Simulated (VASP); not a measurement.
Wanted: the native input for a VASP 6.6.1 run.

| Property | Result |
| --- | --- |
| Task | single point |
| Functional | PBE |
| Potentials or basis | VASP PAW PBE potentials, release 64 (Li_sv, Bi_d, Se) |
| Cutoff | 520 eV |
| k mesh | 4 × 4 × 4 |
| Occupations | gaussian, width 0.01 eV |
| Spin | no spin polarisation |
| Dipole correction | no |
| Further INCAR settings | ALGO = Normal; EDIFF = 1e-07; NBANDS = 23 |

The structure of LiBiSe2 lies in POSCAR:

```
LiBiSe2
1.0
    2.0599089268      1.1892889734      6.6134011414
   -2.0599089268      1.1892889734      6.6134011414
    0.0000000000     -2.3785779468      6.6134011414
Li Bi Se
1 1 2
Direct
    1.0000000000      0.0000000000      0.0000000000
    0.5000000000      0.5000000000      0.5000000000
    0.2543314314      0.2543314314      0.2543314314
    0.7456685686      0.7456685686      0.7456685686
```

The input as run:

INCAR

```
SYSTEM = LiBiSe2
PREC = Accurate
ENCUT = 520
EDIFF = 1E-7
ISMEAR = 0
SIGMA = 0.01
LREAL = .FALSE.
LASPH = .TRUE.
NELM = 100
ALGO = Normal
ISIF = 2
LWAVE = .FALSE.
LCHARG = .TRUE.
GGA = PE
LELF = .TRUE.
LVHAR = .TRUE.
NBANDS = 23
```

KPOINTS

```
regular mesh
0
G
  4 4 4
  0 0 0
```

Potentials or basis: VASP PAW PBE potentials, release 64 (Li_sv, Bi_d, Se).

Command:

```bash
$ cat potpaw_PBE.64/Li_sv/POTCAR potpaw_PBE.64/Bi_d/POTCAR potpaw_PBE.64/Se/POTCAR > POTCAR
$ mpirun -np 1 vasp_std > vasp.out
```

It gave:

```json
{
  "Largest force": "0.189 eV/Å",
  "Band gap on the k mesh": "1.05 eV, direct"
}
```

Caveat: the k points lie up to 0.45 Å⁻¹ apart; spin-orbit coupling is left out, which moves the levels of the heavy elements.

It took 3.5 min on 1 thread of AMD EPYC 7R13, with other jobs on the host, peak memory 0.37 GiB.
